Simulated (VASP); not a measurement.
Set up this calculation in VASP 6.6.1, as the native input.

| Item | Value |
| --- | --- |
| Task | relaxation of cell and atoms |
| Functional | r2SCAN |
| Potentials or basis | VASP PAW PBE potentials, release 64 (Ti_sv) |
| Cutoff | 550 eV |
| k mesh | 19 × 19 × 19 |
| Occupations | fermi-dirac, width 0.05 eV |
| Spin | no spin polarisation |
| Dipole correction | no |
| Further INCAR settings | ALGO = Normal; EDIFF = 1e-07; IBRION = 2; EDIFFG = -0.03; NSW = 80; ISIF = 3 |

Ti:

```xyz
1
Lattice="0.0000 2.0650 2.0650 2.0650 0.0000 2.0650 2.0650 2.0650 0.0000" Properties=species:S:1:pos:R:3 pbc="T T T"
Ti    0.0000    0.0000    0.0000
```

This isn't the form of Ti at room conditions, which is hcp.

The input as run:

POSCAR

```
Ti
1.0
    0.0000000000      2.0650000000      2.0650000000
    2.0650000000      0.0000000000      2.0650000000
    2.0650000000      2.0650000000      0.0000000000
Ti
1
Direct
    0.0000000000      0.0000000000      0.0000000000
```

INCAR.step1

```
SYSTEM = Ti
  ALGO = Normal
  EDIFF = 1E-5
  EDIFFG = -0.005
  ENCUT = 550
  GGA = PE
  GGA_COMPAT = .FALSE.
  IBRION = 2
  ISIF = 3
  ISMEAR = -1
  LASPH = .TRUE.
  LCHARG = .FALSE.
  LREAL = .FALSE.
  LWAVE = .TRUE.
  NELM = 120
  NELMIN = 4
  NSW = 100
  PREC = Accurate
  SIGMA = 0.05
```

INCAR.step2

```
SYSTEM = Ti
  ALGO = Normal
  EDIFF = 1E-7
  EDIFFG = -0.03
  ENCUT = 550
  GGA_COMPAT = .FALSE.
  IBRION = 2
  ISIF = 3
  ISMEAR = -1
  ISTART = 1
  LASPH = .TRUE.
  LCHARG = .FALSE.
  LMIXTAU = .TRUE.
  LREAL = .FALSE.
  LWAVE = .FALSE.
  METAGGA = R2SCAN
  NELM = 120
  NELMIN = 4
  NSW = 80
  PREC = Accurate
  SIGMA = 0.05
```

KPOINTS

```
k-points
0
G
  19 19 19
  0 0 0
```

Potentials or basis: VASP PAW PBE potentials, release 64 (Ti_sv).

The run is started by

```bash
$ cat potpaw_PBE.64/Ti_sv/POTCAR > POTCAR
$ cp INCAR.step1 INCAR
$ mpirun -np 1 vasp_std > vasp.out
$ cp INCAR.step2 INCAR
$ mpirun -np 1 vasp_std > vasp.out
```

Results of the run:

```json
{
 "Relaxed volume": "17.43 Å³/atom",
 "Relaxed cell": "a = 2.911 Å, b = 2.911 Å, c = 2.911 Å, α = 60.00°, β = 60.00°, γ = 60.00°",
 "Space group after relaxing (to 0.1 Å)": "Fm-3m (No. 225)",
 "Energy gained by relaxing": "0.6 meV/atom",
 "Ionic steps": "3",
 "Pressure after relaxing": "0.0 GPa",
 "Band gap on the k mesh": "zero (bands 6 and 7 overlap by 1.34 eV)"
}
```

Caveat: the PAW data sets were made with another functional, which shifts forces and pressure a little.

Wall time 7.5 min on 1 thread of AMD EPYC 9R45 96-Core Processor (Zen 5) (shared host), peak memory 0.15 GiB.
